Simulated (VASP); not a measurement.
# Sn4O7 (a cell with a defect) in VASP: a series of runs

Runs on Sn4O7 (a cell with a defect). Level: LDA. Tasks: single point.

All numbers are computed with VASP 6.6.1; they aren't measurements. Logs are shortened: lines on timing, memory, paths and dates and some standing lists are left out, and cuts for length are marked.

## (1) The cell of the first run

The cell holds a defect, 11 atoms: a = 5.614 Å, b = 5.614 Å, c = 5.811 Å, α = 90.00°, β = 118.88°, γ = 90.00°.

## (2) Single point, LDA

INCAR reads:

```
ALGO = Normal ; EDIFF = 1E-6
ENCUT = 520 ; GGA = CA
ISIF = 2 ; ISMEAR = 0
LASPH = T ; LCHARG = F
LREAL = F ; LWAVE = F
NBANDS = 60 ; NELECT = 96.0
NELM = 80 ; PREC = Accurate
SIGMA = 0.05
```

KPOINTS reads:

```
k-points
0
Gamma
  6 4 6
```

POSCAR reads:

```
Sn4O7
1.0
    3.9697699592     -3.9697699592      0.0000000000
    3.9697699592      3.9697699592      0.0000000000
   -1.9848849796      1.9848849796      5.0882634188
Sn O
4 7
Direct
    1.0000000000      0.2500000000      0.5000000000
    0.5000000000      0.7500000000      0.5000000000
    0.5000000000      0.5000000000      0.0000000000
    0.0000000000      0.0000000000      0.0000000000
    0.7970126936      0.0000000000      0.5940253873
    0.1254173010      0.2444774795      0.7618796429
    0.7029873064      0.7500000000      0.9059746127
    0.7029873064      0.5000000000      0.4059746127
    0.2029873064      0.0000000000      0.4059746127
    0.7970126936      0.2500000000      0.0940253873
    0.2970126936      0.7500000000      0.0940253873
```

Potentials or basis: VASP PAW LDA potentials, release 64 (Sn_d, O).

Run with:

```
> cat potpaw_LDA.64/Sn_d/POTCAR potpaw_LDA.64/O/POTCAR > POTCAR
> mpirun -np 1 vasp_std > vasp.out
```

OUTCAR:

```text
EDIFF = 1E-6
   ENCUT = 520
   GGA = CA
   ISIF = 2
   ISMEAR = 0
   LASPH = T
   LREAL = F
   NELECT = 96.0
   NELM = 80
   PREC = Accurate

 ion  position               nearest neighbor table
   1  0.000  0.250  0.500-   6 1.33   8 2.04   5 2.04   9 2.04  10 2.07   3 3.23   3 3.23   4 3.23
                             4 3.23
   2  0.500  0.750  0.500-   5 2.04   9 2.04   8 2.04   7 2.07  11 2.07   4 3.23   4 3.23   3 3.23
                             3 3.23
   3  0.500  0.500  0.000-  10 2.04   7 2.04  11 2.04   8 2.07   6 2.36   1 3.23   1 3.23   2 3.23
                             2 3.23
   4  0.000  0.000  0.000-   7 2.04  11 2.04  10 2.04   5 2.07   9 2.07   6 2.29   2 3.23   2 3.23
                             1 3.23   1 3.23
   5  0.797  0.000  0.594-   2 2.04   1 2.04   4 2.07
   6  0.125  0.244  0.762-   1 1.33   4 2.29   3 2.36
   7  0.703  0.750  0.906-   4 2.04   3 2.04   2 2.07
   8  0.703  0.500  0.406-   1 2.04   2 2.04   3 2.07
   9  0.203  0.000  0.406-   2 2.04   1 2.04   4 2.07
  10  0.797  0.250  0.094-   3 2.04   4 2.04   1 2.07
  11  0.297  0.750  0.094-   4 2.04   3 2.04   2 2.07

 -----------------------------------------------------------------------------
|                                                                             |
|           W    W    AA    RRRRR   N    N  II  N    N   GGGG   !!!           |
|           W    W   A  A   R    R  NN   N  II  NN   N  G    G  !!!           |
|           W    W  A    A  R    R  N N  N  II  N N  N  G       !!!           |
|           W WW W  AAAAAA  RRRRR   N  N N  II  N  N N  G  GGG   !            |
|           WW  WW  A    A  R   R   N   NN  II  N   NN  G    G                |
|           W    W  A    A  R    R  N    N  II  N    N   GGGG   !!!           |
|                                                                             |
|     The distance between some ions is very small. Please check the          |
|     nearest-neighbor list in the OUTCAR file.                               |
|     I HOPE YOU KNOW WHAT YOU ARE DOING!                                     |
|                                                                             |
 -----------------------------------------------------------------------------

  LATTYP: Found a base centered orthorhombic cell.
 ALAT       =     5.6141025158
 B/A-ratio  =     1.8126720716
 C/A-ratio  =     1.0000000000

  Lattice vectors:

 A1 = (  -1.9848849796,   1.9848849796,  -5.0882634188)
 A2 = (  -1.9848849796,   1.9848849796,   5.0882634188)
 A3 = (   3.9697699592,   3.9697699592,   0.0000000000)

Analysis of symmetry for initial positions (statically):
=====================================================================
 Subroutine PRICEL returns:
 Original cell was already a primitive cell.

 Routine SETGRP: Setting up the symmetry group for a
 base centered orthorhombic supercell.

 Subroutine GETGRP returns: Found  1 space group operations
 (whereof  1 operations were pure point group operations)
 out of a pool of  8 trial point group operations.

The static configuration has the point symmetry C_1 .

Analysis of symmetry for dynamics (positions and initial velocities):
=====================================================================
 Subroutine PRICEL returns:
 Original cell was already a primitive cell.

 Routine SETGRP: Setting up the symmetry group for a
 base centered orthorhombic supercell.

 Subroutine GETGRP returns: Found  1 space group operations
 (whereof  1 operations were pure point group operations)
 out of a pool of  8 trial point group operations.

The dynamic configuration has the point symmetry C_1 .

 Subroutine INISYM returns: Found  1 space group operations
 (whereof  1 operations are pure point group operations),
 and found     1 'primitive' translations

----------------------------------------------------------------------------------------

                                     Primitive cell

  volume of cell :     160.3726

  direct lattice vectors                    reciprocal lattice vectors
     3.969769959 -3.969769959  0.000000000     0.125951883 -0.125951883  0.098265353
[... 44 lines left out ...]
     0.020991980 -0.020991980  0.016377559     0.166666667  0.000000000  0.000000000
     0.031487971  0.031487971  0.000000000     0.000000000  0.250000000  0.000000000
     0.000000000  0.000000000  0.032755118     0.000000000  0.000000000  0.166666667

  Length of vectors
     0.033905028  0.044530715  0.032755118

  Shift w.r.t. Gamma in fractional coordinates (k-lattice)
     0.000000000  0.000000000  0.000000000

 Subroutine IBZKPT returns following result:
 ===========================================

 Found     76 irreducible k-points:

 Following reciprocal coordinates:
            Coordinates               Weight
  0.000000  0.000000  0.000000      1.000000
  0.166667  0.000000  0.000000      2.000000
  0.166667  0.000000 -0.166667      2.000000
  0.333333  0.000000  0.000000      2.000000
  0.333333  0.000000 -0.333333      2.000000
  0.500000  0.000000  0.000000      1.000000
[... 16 lines left out ...]
  0.333333  0.500000 -0.333333      2.000000
  0.500000  0.500000  0.000000      1.000000
 [... further k-points ...]
   k-points           NKPTS =     76   k-points in BZ     NKDIM =     76   number of bands    NBANDS=     60
   number of dos      NEDOS =    301   number of ions     NIONS =     11
   total plane-waves  NPLWV =  84672
   dimension x,y,z NGX =    42 NGY =   42 NGZ =   48
   dimension x,y,z NGXF=    84 NGYF=   84 NGZF=   96
   ions per type =               4   7
   NGX,Y,Z   is equivalent  to a cutoff of  12.44, 12.44, 13.73 a.u.
   NGXF,Y,Z  is equivalent  to a cutoff of  24.87, 24.87, 27.46 a.u.
 SYSTEM =  unknown system
   PREC   = accura    normal or accurate (medium, high low for compatibility)
   ISTART =      0    job   : 0-new  1-cont  2-samecut
   ICHARG =      2    charge: 1-file 2-atom 10-const
   ISPIN  =      1    spin polarized calculation?
   LNONCOLLINEAR =      F non collinear calculations
   LSORBIT =      F    spin-orbit coupling
   LASPH  =      T    aspherical Exc in radial PAW
   ENCUT  =  520.0 eV  38.22 Ry    6.18 a.u.  10.44 10.44 10.80*2*pi/ulx,y,z
   NELM   =     80;   NELMIN=  2; NELMDL= -5     # of ELM steps
   EDIFF  = 0.1E-05   stopping-criterion for ELM
   LREAL  =      F    real-space projection
   EDIFFG = 0.1E-04   stopping-criterion for IOM
   NSW    =      0    number of steps for IOM
   IBRION =     -1    ionic relax: 0-MD 1-quasi-New 2-CG
   NFREE  =      0    steps in history (QN), initial steepest desc. (CG)
   ISIF   =      2    stress and relaxation
   ISYM   =      2    0-nonsym 1-usesym 2-fastsym
   POTIM  = 0.5000    time-step for ionic-motion
   TEBEG  =    0.0;   TEEND  =   0.0 temperature during run
   PSTRESS=    0.0 pullay stress
   NELECT =      96.0000    total number of electrons
   NUPDOWN=      -1.0000    fix difference up-down
   EMIN   =  10.00;   EMAX   =-10.00  energy-range for DOS
   EFERMI =   0.00;   METHOD = LEGACY
   ISMEAR =     0;   SIGMA  =   0.05  broadening in eV -4-tet -1-fermi 0-gaus
   EFERMI_NEDOS =   21; number of points for ismear=-14 and -15
   IALGO  =     38    algorithm
   IMIX   =      4    mixing-type and parameters
     AMIX     =   0.40;   BMIX     =  1.00
     AMIX_MAG =   1.60;   BMIX_MAG =  1.00
  volume/ion in A,a.u.               =      14.58        98.39
  Fermi-wavevector in a.u.,A,eV,Ry     =   1.379712  2.607278 25.900127  1.903606
  Thomas-Fermi vector in A             =   2.504656
   LORBIT       =      0    0 simple, 1 ext, 2 COOP (PROOUT), +10 PAW based schemes
   GGA     = CA    functional components
   LHFCALC =     F    Hartree Fock is set to
   AEXX    =    0.0000 exact exchange contribution
   IVDW    =     0    specifies the selected vdW correction
   LEPSILON=     F    determine dielectric tensor
   LRPA    =     F    only Hartree local field effects (RPA)
 non-spin polarized calculation
 Gauss-broadening in eV      SIGMA  =   0.05
  energy-cutoff  :      520.00
  volume of cell :      160.37
 maximum number of plane-waves:      4352
 NGX is ok and might be reduce to    42
   NGX = 21   NGY = 21   NGZ = 21

 number of electron      96.0000005 magnetization

 Free energy of the ion-electron system (eV)
  ---------------------------------------------------
  ext. energy  EPLUGINS =         0.00000000
  ---------------------------------------------------
  free energy    TOTEN  =       -71.59167611 eV

  energy without entropy =      -71.59102782  energy(sigma->0) =      -71.59135196

 E-fermi :   3.9598     XC(G=0): -10.3980

 val. band max:        3.9126294985   @ k =   0.0000   0.0000   0.1667
 cond. band min:       3.9641013881   @ k =   0.0000   0.0000   0.0000
 fundamental gap:      0.0514718896
 Fermi energy:         3.9598406165

 k-point     1 :       0.0000    0.0000    0.0000
  band No.  band energies     occupation
      1     -21.7686      2.00000
      2     -16.7182      2.00000
      3     -16.6815      2.00000
      4     -16.6562      2.00000
      5     -16.4476      2.00000
      6     -16.3800      2.00000
[... 1501 lines left out ...]
     59      13.3651      0.00000
     60      13.7975      0.00000

 [... further k-points ...]

------------------------ aborting loop because EDIFF is reached ----------------------------------------

  FORCE on cell =-STRESS in cart. coord.  units (eV):
  Direction    XX          YY          ZZ          XY          YZ          ZX
  --------------------------------------------------------------------------------------
  -------------------------------------------------------------------------------------
  Total      -20.0055636    -21.8102695     53.9608620      0.0906566     -0.0655265     -2.5456603
  in kB     -199.8624050   -217.8920326    539.0874194      0.9056906     -0.6546324    -25.4320143
  external PRESSURE =      40.4443272 kB  Pullay stress =       0.0000000 kB

 VOLUME and BASIS-vectors are now :
 -----------------------------------------------------------------------------
  energy-cutoff  :      520.00
  volume of cell :      160.37
      direct lattice vectors                 reciprocal lattice vectors
     3.969769959 -3.969769959  0.000000000     0.125951883 -0.125951883  0.098265353
     3.969769959  3.969769959  0.000000000     0.125951883  0.125951883  0.000000000
    -1.984884980  1.984884980  5.088263419     0.000000000  0.000000000  0.196530706

 POSITION                                       TOTAL-FORCE (eV/Angst)
 -----------------------------------------------------------------------------------
      0.00000      1.98488      2.54413        -0.614303      0.157229    -58.269746
      3.96977      1.98488      2.54413         3.244328     -0.190643     -0.158189
      3.96977      0.00000      0.00000        -0.017352      0.196861      1.944216
      0.00000      0.00000      0.00000        -0.103233     -0.158942     -1.141198
      1.98488     -1.98488      3.02256        -2.649659      0.021038     -0.146129
     -0.04385      1.98488      3.87664         3.037929     -0.057278     60.473978
      3.96977      1.98488      4.60984        -2.500377      0.008481     -1.114632
      3.96977     -0.00000      2.06571        -0.377093      1.126398     -0.627968
      0.00000     -0.00000      2.06571         0.025828     -1.054740     -0.679191
      3.96977     -1.98488      0.47843         0.251753      0.053966      0.204224
      3.96977      1.98488      0.47843        -0.297821     -0.102370     -0.485364
 -----------------------------------------------------------------------------------
    total drift:                               -0.000600     -0.000163      0.000290

  FREE ENERGIE OF THE ION-ELECTRON SYSTEM (eV)
  ---------------------------------------------------
  free  energy   TOTEN  =       -71.5916761053 eV

  energy  without entropy=      -71.5910278212  energy(sigma->0) =      -71.59135196
```

Wall time 22 min (1 thread of Oxide Virtual Turin-like, shared host); peak memory 0.54 GiB.

Results:

| Quantity | Value |
| --- | --- |
| Free energy | -71.5917 eV |
| Largest force | 60.550 eV/Å |

Forces in eV/Å, atoms in the order of the input:
```
Sn   -0.614   0.157 -58.270
Sn    3.244  -0.191  -0.158
Sn   -0.017   0.197   1.944
Sn   -0.103  -0.159  -1.141
O    -2.650   0.021  -0.146
O     3.038  -0.057  60.474
O    -2.500   0.008  -1.115
O    -0.377   1.126  -0.628
O     0.026  -1.055  -0.679
O     0.252   0.054   0.204
O    -0.298  -0.102  -0.485
```

Levels at points of the mesh, in eV from the Fermi level:
| k point | band 46 | band 47 | band 48 | band 49 | band 50 | band 51 |
| --- | --- | --- | --- | --- | --- | --- |
| (0.00, 0.00, 0.00) | -0.71 | -0.57 | -0.09 | 0.00 | 3.35 | 4.18 |
| (0.50, 0.00, 0.00) | -0.82 | -0.63 | -0.15 | 1.25 | 2.89 | 3.65 |
| (0.50, 0.00, 0.50) | -0.85 | -0.78 | -0.18 | 1.24 | 2.71 | 3.94 |
| (0.00, 0.50, 0.00) | -0.87 | -0.74 | -0.18 | 1.22 | 2.86 | 3.52 |
| (0.50, 0.50, 0.00) | -0.88 | -0.61 | -0.38 | 1.33 | 3.34 | 3.61 |
| (0.50, 0.50, 0.50) | -0.91 | -0.65 | -0.40 | 1.70 | 2.63 | 4.27 |
| (0.00, 0.00, 0.50) | -0.72 | -0.55 | -0.09 | 1.62 | 2.38 | 4.47 |
| (0.00, 0.50, 0.50) | -0.72 | -0.51 | -0.19 | 1.32 | 2.71 | 4.08 |

Caveat: the cell carries a net charge on a neutralising background, which shifts energy and pressure; the cell differs from its parent crystal (atoms taken out, atom 6 moved 0.167 of the way to it and -0.600 Å across, host rigid); the cell is charged against a uniform background, so pressure and absolute levels hang on convention; atoms lie so close that the PAW spheres overlap strongly, which falsifies energies and pressures; spin-orbit coupling is left out, which moves the levels of the heavy elements.

(Continued in part 2 of 2.)
